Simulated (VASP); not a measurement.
# Si33C32 (a cell with a defect) in VASP: single point with PBEsol

Aim: the single point of Si33C32 (a cell with a defect) with PBEsol.

Program: VASP 6.6.1. These are calculated values, not measurements. Logs are shortened: lines on timing, memory, paths and dates and some standing lists are left out, and cuts for length are marked.

### Step 1. The cell of the first run

The cell holds a defect, 65 atoms: a = 8.714 Å, b = 8.714 Å, c = 8.714 Å, α = 90.00°, β = 90.00°, γ = 90.00°.

### Step 2. Single point, PBEsol

INCAR

```
PREC = Accurate
ENCUT = 520
EDIFF = 1E-6
ISMEAR = -1
SIGMA = 0.05
LREAL = Auto
LASPH = True
NELM = 100
ALGO = Normal
ISIF = 2
LWAVE = False
LCHARG = False
GGA = PS
NELECT = 258.0
ISYM = 0
NBANDS = 168
```

KPOINTS

```
Automatic mesh
0
Gamma
  1 1 1
  0.25 0.25 0.25
```

POSCAR

```
Si33C32
1.0
    8.7137060000      0.0000000000      0.0000000000
    0.0000000000      8.7137060000      0.0000000000
    0.0000000000      0.0000000000      8.7137060000
Si C
33 32
Direct
    0.0007820000      0.0008050000      0.9999900000
    0.0004130000      0.0004290000      0.4978240000
    0.0008230000      0.5002300000      0.0017070000
    0.0014170000      0.5008110000      0.4956980000
    0.5002090000      0.0008440000      0.0017110000
    0.5007910000      0.0014360000      0.4956980000
    0.5006520000      0.5007040000      0.0209530000
    0.5047500000      0.5047780000      0.4743800000
    0.2483330000      0.2483550000      0.0007230000
    0.2476740000      0.2476800000      0.4971260000
    0.2448450000      0.7514790000      0.0009170000
    0.2483340000      0.7512700000      0.4978080000
    0.7514650000      0.2448740000      0.0009270000
    0.7512530000      0.2483500000      0.4978030000
    0.7504550000      0.7504690000      0.9999180000
    0.7514630000      0.7514880000      0.4943180000
    0.2483580000      0.0004290000      0.2498760000
    0.2462260000      0.0014280000      0.7502590000
    0.2462360000      0.5008100000      0.2508760000
    0.2249600000      0.5046660000      0.7541160000
    0.7505230000      0.0008130000      0.2502580000
    0.7522490000      0.0008490000      0.7496800000
    0.7522420000      0.5002370000      0.2502920000
    0.7715200000      0.5006800000      0.7501380000
    0.0004060000      0.2483890000      0.2498740000
    0.0014220000      0.2462450000      0.7502600000
    0.0007800000      0.7505490000      0.2502480000
    0.0008170000      0.7522650000      0.7496720000
    0.5007880000      0.2462510000      0.2508830000
    0.5047560000      0.2249330000      0.7542410000
    0.5002100000      0.7522630000      0.2502860000
    0.5006500000      0.7715260000      0.7501590000
    0.5002860000      0.5002990000      0.7497160000
    0.1251940000      0.1252180000      0.1253950000
    0.1260030000      0.1260150000      0.6248070000
    0.1252570000      0.6248230000      0.1250210000
    0.1220860000      0.6284350000      0.6217740000
    0.6248010000      0.1252780000      0.1250290000
    0.6284140000      0.1221080000      0.6217630000
    0.6276740000      0.6276860000      0.1281010000
    0.6221950000      0.6221820000      0.6270330000
    0.3733130000      0.3733250000      0.1288230000
    0.3796180000      0.3796480000      0.6291020000
    0.3751810000      0.8742290000      0.1236760000
    0.3733080000      0.8793750000      0.6227770000
    0.8742140000      0.3752070000      0.1236820000
    0.8793700000      0.3733150000      0.6227730000
    0.8753970000      0.8754280000      0.1248720000
    0.8742150000      0.8742420000      0.6246460000
    0.3753400000      0.1260160000      0.3754640000
    0.3722820000      0.1220980000      0.8778930000
    0.3722860000      0.6284440000      0.3715520000
    0.3775840000      0.6221740000      0.8716420000
    0.8759350000      0.1252210000      0.3746680000
    0.8755630000      0.1252770000      0.8742710000
    0.8755600000      0.6248240000      0.3747260000
    0.8786430000      0.6276940000      0.8771370000
    0.1260020000      0.3753620000      0.3754640000
    0.1220910000      0.3723210000      0.8778820000
    0.1252000000      0.8759450000      0.3746660000
    0.1252530000      0.8755720000      0.8742660000
    0.6284150000      0.3723110000      0.3715540000
    0.6221850000      0.3775920000      0.8716380000
    0.6247990000      0.8755790000      0.3747230000
    0.6276770000      0.8786600000      0.8771360000
```

Potentials or basis: VASP PAW PBE potentials, release 64 (Si, C).

Launch:

```console
$ cat potpaw_PBE.64/Si/POTCAR potpaw_PBE.64/C/POTCAR > POTCAR
$ mpirun -np 1 vasp_std > vasp.out
```

OUTCAR:

```text
PREC = Accurate
   ENCUT = 520
   EDIFF = 1E-6
   ISMEAR = -1
   LREAL = Auto
   LASPH = True
   NELM = 100
   ISIF = 2
   GGA = PS
   NELECT = 258.0
   ISYM = 0

 ion  position               nearest neighbor table
   1  0.001  0.001  1.000-  34 1.88  55 1.89  61 1.89  48 1.89  13 3.04  11 3.04   9 3.05  26 3.05
                            18 3.05  17 3.07  25 3.07  22 3.07  28 3.07  27 3.08  21 3.08  15 3.08
   2  0.000  0.000  0.498-  54 1.87  60 1.87  35 1.90  49 1.91  10 3.05  17 3.06  25 3.06  12 3.06
                            14 3.06  27 3.07  21 3.07  16 3.07  18 3.07  26 3.07  28 3.08  22 3.08
   3  0.001  0.500  0.002-  36 1.87  59 1.88  46 1.88  57 1.88  20 2.91  24 2.97  19 3.05  11 3.05
                            23 3.06  27 3.07   9 3.08  25 3.08  15 3.08  28 3.11  13 3.11  26 3.11
   4  0.001  0.501  0.496-  58 1.86  56 1.87  37 1.88  47 1.90  20 2.98  24 2.99  19 3.02  23 3.05
                            27 3.05  12 3.06  25 3.07  10 3.08  16 3.08  14 3.10  28 3.11  26 3.14
   5  0.500  0.001  0.002-  38 1.87  51 1.88  44 1.88  65 1.88  30 2.91  32 2.97  29 3.05  13 3.05
                            31 3.06  21 3.07   9 3.08  17 3.08  15 3.08  22 3.11  11 3.11  18 3.11
   6  0.501  0.001  0.496-  50 1.86  64 1.87  39 1.88  45 1.90  30 2.98  32 2.99  29 3.02  31 3.05
                            21 3.05  14 3.06  17 3.07  10 3.08  16 3.08  12 3.10  22 3.11  18 3.14
   7  0.501  0.501  0.021-  40 1.82  42 1.83  53 1.99  63 1.99  33 2.36  31 2.97  23 2.97  19 2.99
                            29 2.99  15 3.08   9 3.11  11 3.13  13 3.13
   8  0.505  0.505  0.474-  52 1.82  62 1.82  41 1.97  43 2.05  33 2.40  31 2.91  23 2.91  19 2.98
                            29 2.98  16 3.05  12 3.11  14 3.11
   9  0.248  0.248  0.001-  34 1.87  51 1.88  59 1.88  42 1.90   1 3.05  25 3.06  17 3.06  26 3.06
[... 67 lines left out ...]
  52  0.372  0.628  0.372-   8 1.82  12 1.88  31 1.88  19 1.88
  53  0.378  0.622  0.872-  33 1.84  20 1.97  11 1.97   7 1.99  32 1.99
  54  0.876  0.125  0.375-  14 1.87   2 1.87  25 1.87  21 1.88
  55  0.876  0.125  0.874-  13 1.86  26 1.87  22 1.87   1 1.89
  56  0.876  0.625  0.375-  16 1.86   4 1.87  23 1.87  27 1.89
  57  0.879  0.628  0.877-  24 1.82  15 1.88  28 1.88   3 1.88
  58  0.126  0.375  0.375-   4 1.86  19 1.86  10 1.87  25 1.90
  59  0.122  0.372  0.878-  20 1.82   9 1.88   3 1.88  26 1.88
  60  0.125  0.876  0.375-  12 1.87   2 1.87  17 1.87  27 1.88
  61  0.125  0.876  0.874-  11 1.86  18 1.87  28 1.87   1 1.89
  62  0.628  0.372  0.372-   8 1.82  14 1.88  23 1.88  29 1.88
  63  0.622  0.378  0.872-  33 1.84  30 1.97  13 1.97  24 1.99   7 1.99
  64  0.625  0.876  0.375-  16 1.86   6 1.87  31 1.87  21 1.89
  65  0.628  0.879  0.877-  32 1.82  15 1.88  22 1.88   5 1.88

IMPORTANT INFORMATION: All symmetrisations will be switched off!
NOSYMM: (Re-)initialisation of all symmetry stuff for point group C_1.

----------------------------------------------------------------------------------------

                                     Primitive cell

  volume of cell :     661.6201

  direct lattice vectors                    reciprocal lattice vectors
     8.713706000  0.000000000  0.000000000     0.114761733  0.000000000  0.000000000
     0.000000000  8.713706000  0.000000000     0.000000000  0.114761733  0.000000000
     0.000000000  0.000000000  8.713706000     0.000000000  0.000000000  0.114761733

  length of vectors
     8.713706000  8.713706000  8.713706000     0.114761733  0.114761733  0.114761733

  position of ions in fractional coordinates (direct lattice)
     0.000782000  0.000805000  0.999990000
     0.000413000  0.000429000  0.497824000
     0.000823000  0.500230000  0.001707000
     0.001417000  0.500811000  0.495698000
     0.500209000  0.000844000  0.001711000
     0.500791000  0.001436000  0.495698000
[... 57 lines left out ...]
     0.624799000  0.875579000  0.374723000
     0.627677000  0.878660000  0.877136000

  ion indices of the primitive-cell ions
   primitive index   ion index
                 1           1
                 2           2
                 3           3
                 4           4
                 5           5
                 6           6
[... 57 lines left out ...]
                64          64
                65          65

----------------------------------------------------------------------------------------

 KPOINTS: Automatic mesh

Automatic generation of k-mesh.
 Grid dimensions read from file:
 generate k-points for:    1    1    1

 Generating k-lattice:

  Cartesian coordinates                     Fractional coordinates (reciprocal lattice)
     0.114761733  0.000000000  0.000000000     1.000000000  0.000000000  0.000000000
     0.000000000  0.114761733  0.000000000     0.000000000  1.000000000  0.000000000
     0.000000000  0.000000000  0.114761733     0.000000000  0.000000000  1.000000000

  Length of vectors
     0.114761733  0.114761733  0.114761733

  Shift w.r.t. Gamma in fractional coordinates (k-lattice)
     0.250000000  0.250000000  0.250000000

 Subroutine IBZKPT returns following result:
 ===========================================

 Found      4 irreducible k-points:

 Following reciprocal coordinates:
            Coordinates               Weight
  0.250000  0.250000  0.250000      2.000000
 -0.250000  0.250000  0.250000      2.000000
 -0.250000 -0.250000  0.250000      2.000000
  0.250000 -0.250000  0.250000      2.000000
   k-points           NKPTS =      4   k-points in BZ     NKDIM =      4   number of bands    NBANDS=    168
   number of dos      NEDOS =    301   number of ions     NIONS =     65
   total plane-waves  NPLWV = 343000
   dimension x,y,z NGX =    70 NGY =   70 NGZ =   70
   dimension x,y,z NGXF=   140 NGYF=  140 NGZF=  140
   ions per type =              33  32
   NGX,Y,Z   is equivalent  to a cutoff of  13.36, 13.36, 13.36 a.u.
   NGXF,Y,Z  is equivalent  to a cutoff of  26.71, 26.71, 26.71 a.u.
 SYSTEM =  unknown system
   PREC   = accura    normal or accurate (medium, high low for compatibility)
   ISTART =      0    job   : 0-new  1-cont  2-samecut
   ICHARG =      2    charge: 1-file 2-atom 10-const
   ISPIN  =      1    spin polarized calculation?
   LNONCOLLINEAR =      F non collinear calculations
   LSORBIT =      F    spin-orbit coupling
   LASPH  =      T    aspherical Exc in radial PAW
   ENCUT  =  520.0 eV  38.22 Ry    6.18 a.u.  16.20 16.20 16.20*2*pi/ulx,y,z
   NELM   =    100;   NELMIN=  2; NELMDL= -5     # of ELM steps
   EDIFF  = 0.1E-05   stopping-criterion for ELM
   LREAL  =      T    real-space projection
   EDIFFG = 0.1E-04   stopping-criterion for IOM
   NSW    =      0    number of steps for IOM
   IBRION =     -1    ionic relax: 0-MD 1-quasi-New 2-CG
   NFREE  =      0    steps in history (QN), initial steepest desc. (CG)
   ISIF   =      2    stress and relaxation
   ISYM   =      0    0-nonsym 1-usesym 2-fastsym
   POTIM  = 0.5000    time-step for ionic-motion
   TEBEG  =    0.0;   TEEND  =   0.0 temperature during run
   PSTRESS=    0.0 pullay stress
   NELECT =     258.0000    total number of electrons
   NUPDOWN=      -1.0000    fix difference up-down
   EMIN   =  10.00;   EMAX   =-10.00  energy-range for DOS
   EFERMI =   0.00;   METHOD = LEGACY
   ISMEAR =    -1;   SIGMA  =   0.05  broadening in eV -4-tet -1-fermi 0-gaus
   EFERMI_NEDOS =   21; number of points for ismear=-14 and -15
   IALGO  =     38    algorithm
   IMIX   =      4    mixing-type and parameters
     AMIX     =   0.40;   BMIX     =  1.00
     AMIX_MAG =   1.60;   BMIX_MAG =  1.00
  volume/ion in A,a.u.               =      10.18        68.69
  Fermi-wavevector in a.u.,A,eV,Ry     =   1.196039  2.260185 19.463245  1.430508
  Thomas-Fermi vector in A             =   2.331989
   LORBIT       =      0    0 simple, 1 ext, 2 COOP (PROOUT), +10 PAW based schemes
   GGA     = PS    functional components
   LHFCALC =     F    Hartree Fock is set to
   AEXX    =    0.0000 exact exchange contribution
   IVDW    =     0    specifies the selected vdW correction
   LEPSILON=     F    determine dielectric tensor
   LRPA    =     F    only Hartree local field effects (RPA)
 non-spin polarized calculation
  energy-cutoff  :      520.00
  volume of cell :      661.62
 maximum number of plane-waves:     17779
 NGX is ok and might be reduce to    70
   NGX = 33   NGY = 33   NGZ = 33

 number of electron     257.9999993 magnetization

 Free energy of the ion-electron system (eV)
  ---------------------------------------------------
  ext. energy  EPLUGINS =         0.00000000
  ---------------------------------------------------
  free energy    TOTEN  =      -527.01904339 eV

  energy without entropy =     -526.90658664  energy(sigma->0) =     -526.96281501

 E-fermi :  10.1407     XC(G=0): -11.5669

 val. band max:       10.0914667718   @ k =   0.2500  -0.2500   0.2500
 cond. band min:      10.2093238867   @ k =  -0.2500  -0.2500   0.2500
 fundamental gap:      0.1178571148
 Fermi energy:        10.1407099853

 k-point     1 :       0.2500    0.2500    0.2500
  band No.  band energies     occupation
      1      -7.9429      2.00000
      2      -6.5449      2.00000
      3      -6.1783      2.00000
      4      -6.1782      2.00000
      5      -5.5509      2.00000
      6      -5.3537      2.00000
[... 565 lines left out ...]
    140      12.3516      0.00000
    141      12.3764      0.00000
 [bands above 141 left out]

------------------------ aborting loop because EDIFF is reached ----------------------------------------

  FORCE on cell =-STRESS in cart. coord.  units (eV):
  Direction    XX          YY          ZZ          XY          YZ          ZX
  --------------------------------------------------------------------------------------
  -------------------------------------------------------------------------------------
  Total       -9.5310507     -9.5328022     -9.5248376     -1.5298971     -1.5276258     -1.5181437
  in kB      -23.0803641    -23.0846054    -23.0653183     -3.7047942     -3.6992942     -3.6763322
  external PRESSURE =     -23.0767626 kB  Pullay stress =       0.0000000 kB

 VOLUME and BASIS-vectors are now :
 -----------------------------------------------------------------------------
  energy-cutoff  :      520.00
  volume of cell :      661.62
      direct lattice vectors                 reciprocal lattice vectors
     8.713706000  0.000000000  0.000000000     0.114761733  0.000000000  0.000000000
     0.000000000  8.713706000  0.000000000     0.000000000  0.114761733  0.000000000
     0.000000000  0.000000000  8.713706000     0.000000000  0.000000000  0.114761733

 POSITION                                       TOTAL-FORCE (eV/Angst)
 -----------------------------------------------------------------------------------
      0.00681      0.00701      8.71362        -0.043272     -0.044319      0.184824
      0.00360      0.00374      4.33789         0.005537      0.005540      0.173035
      0.00717      4.35886      0.01487        -0.116776     -0.017968      0.159432
      0.01235      4.36392      4.31937        -0.034183     -0.007467      0.179806
      4.35867      0.00735      0.01491        -0.017980     -0.118040      0.159944
      4.36375      0.01251      4.31937        -0.007900     -0.034097      0.180615
[... 57 lines left out ...]
      5.44431      7.62954      3.26523        -0.079916     -0.115523     -0.037587
      5.46939      7.65638      7.64311        -0.054122     -0.042595     -0.059331
 -----------------------------------------------------------------------------------
    total drift:                                0.015317      0.016775      0.014032

  FREE ENERGIE OF THE ION-ELECTRON SYSTEM (eV)
  ---------------------------------------------------
  free  energy   TOTEN  =      -527.0190433880 eV

  energy  without entropy=     -526.9065866419  energy(sigma->0) =     -526.96281501
```

Run time: 27 min. Hardware: 1 thread of AMD EPYC 7R43 (Zen 3), shared host; peak memory 0.77 GiB.

Results:

```yaml
Free_energy: -527.0190 eV
Largest_force: 0.380 eV/Å
```

Forces in eV/Å, atoms in the order of the input:
```
Si  -0.043 -0.044  0.185
Si   0.006  0.006  0.173
Si  -0.117 -0.018  0.159
Si  -0.034 -0.007  0.180
Si  -0.018 -0.118  0.160
Si  -0.008 -0.034  0.181
Si   0.023  0.018  0.201
Si  -0.195 -0.196  0.260
Si   0.106  0.106  0.120
Si   0.095  0.096  0.100
Si   0.288  0.165  0.165
Si   0.106  0.120  0.107
Si   0.165  0.286  0.165
Si   0.120  0.108  0.107
Si   0.082  0.083  0.083
Si   0.164  0.164  0.286
Si   0.168  0.006  0.006
Si   0.178 -0.034 -0.008
Si   0.178 -0.009 -0.033
Si   0.257 -0.188 -0.187
Si   0.185 -0.042 -0.042
Si   0.162 -0.117 -0.018
Si   0.163 -0.019 -0.116
Si   0.199  0.021  0.021
Si   0.008  0.166  0.007
Si  -0.034  0.178 -0.008
Si  -0.041  0.185 -0.041
Si  -0.116  0.163 -0.017
Si  -0.008  0.179 -0.034
Si  -0.196  0.260 -0.196
Si  -0.018  0.163 -0.116
Si   0.024  0.198  0.019
Si  -0.079 -0.083 -0.079
C   -0.045 -0.046 -0.091
C   -0.052 -0.052 -0.074
C   -0.031 -0.079 -0.112
C   -0.055 -0.045 -0.078
C   -0.079 -0.030 -0.113
C   -0.045 -0.057 -0.076
C   -0.053 -0.051 -0.037
C    0.010  0.014 -0.014
C   -0.050 -0.049 -0.093
C   -0.060 -0.064 -0.069
C   -0.088 -0.025 -0.018
C   -0.060 -0.092 -0.051
C   -0.025 -0.087 -0.019
C   -0.093 -0.059 -0.051
C   -0.031 -0.031 -0.028
C   -0.024 -0.024 -0.078
C   -0.080 -0.054 -0.059
C   -0.075 -0.053 -0.051
C   -0.081 -0.048 -0.056
C   -0.027  0.013  0.006
C   -0.097 -0.047 -0.053
C   -0.117 -0.032 -0.083
C   -0.116 -0.080 -0.038
C   -0.043 -0.054 -0.060
C   -0.053 -0.081 -0.059
C   -0.053 -0.077 -0.051
C   -0.046 -0.096 -0.052
C   -0.033 -0.116 -0.083
C   -0.046 -0.081 -0.056
C    0.012 -0.022  0.009
C   -0.080 -0.116 -0.038
C   -0.054 -0.043 -0.059
```

Caveat: the k points lie up to 0.72 Å⁻¹ apart; the cell carries a net charge on a neutralising background, which shifts energy and pressure; the cell is charged against a uniform background, so pressure and absolute levels hang on convention; the PAW data sets were made with another functional, which shifts forces and pressure a little.
